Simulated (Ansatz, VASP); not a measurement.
**Os: VASP beside Ansatz**

POSCAR

```
Os
1.0
    0.0000000000      1.9166940996      1.9166940996
    1.9166940996      0.0000000000      1.9166940996
    1.9166940996      1.9166940996      0.0000000000
Os
1
Direct
    0.0000000000      0.0000000000      0.0000000000
```

Contents of INCAR.step1:

```
  PREC = Accurate
  ENCUT = 520
  ISMEAR = -1
  SIGMA = 0.1
  LREAL = False
  LASPH = True
  NELM = 100
  NBANDS = 10
  GGA = PE
  ALGO = Normal
  EDIFF = 1E-4
  LWAVE = True
  LCHARG = False
```

Contents of INCAR.step2:

```
  PREC = Accurate
  ENCUT = 520
  EDIFF = 1E-6
  ISMEAR = -1
  SIGMA = 0.1
  LREAL = False
  LASPH = True
  NELM = 100
  ALGO = Normal
  ISIF = 2
  LWAVE = False
  LCHARG = False
  METAGGA = R2SCAN
  LMIXTAU = True
  NBANDS = 10
  ISTART = 1
```

File KPOINTS:

```
regular mesh
0
Gamma
  16 16 16
```

Input for Ansatz:

```yaml
crystal:
  lattice:
    - [0.0, 1.9166940996, 1.9166940996]
    - [1.9166940996, 0.0, 1.9166940996]
    - [1.9166940996, 1.9166940996, 0.0]
  atoms:
    - { symbol: Os, position: [0.0, 0.0, 0.0] }
hamiltonian:
  xc: r2scan
  pseudopotentials:
    kind: paw
    azcp:
      Os: "pseudopotentials/Os.paw.azcp"
basis:
  ecutwfc: 500
  fft_grid_basis: typed
kpoints:
  mp_grid: { grid: [16, 16, 16], shift: [0, 0, 0] }
magnetization:
  spin_polarized: false
scf:
  occupations: { method: fermi_dirac, width: 0.1 }
  lower_state_search: "off"
output:
  stress: true
```

Alike in both runs: task single point; functional r2SCAN; k mesh 16 × 16 × 16; occupations fermi-dirac, width 0.1 eV; no spin polarisation.

|  | VASP | Ansatz |
| --- | --- | --- |
| version | VASP 6.6.1 | Ansatz 0.2.0 |
| potentials or method | VASP PAW PBE potentials, release 64 (Os), cutoff 520 eV | plane waves (500 eV) with PAW, scalar-relativistic |
| valence electrons in the cell | 8 | 16 |

```csv
,VASP,Ansatz,Ansatz less VASP
pressure (GPa),0.8,-0.2,-1.01
```

VASP's potentials were made for PBE, not for r2SCAN. The functional is the same, so the differences come from potentials, cutoffs and numerics. VASP's potentials hold 8 valence electrons a cell and Ansatz's 16, so a difference there can come from the potentials and not from the codes.

Spin-orbit coupling is off throughout.
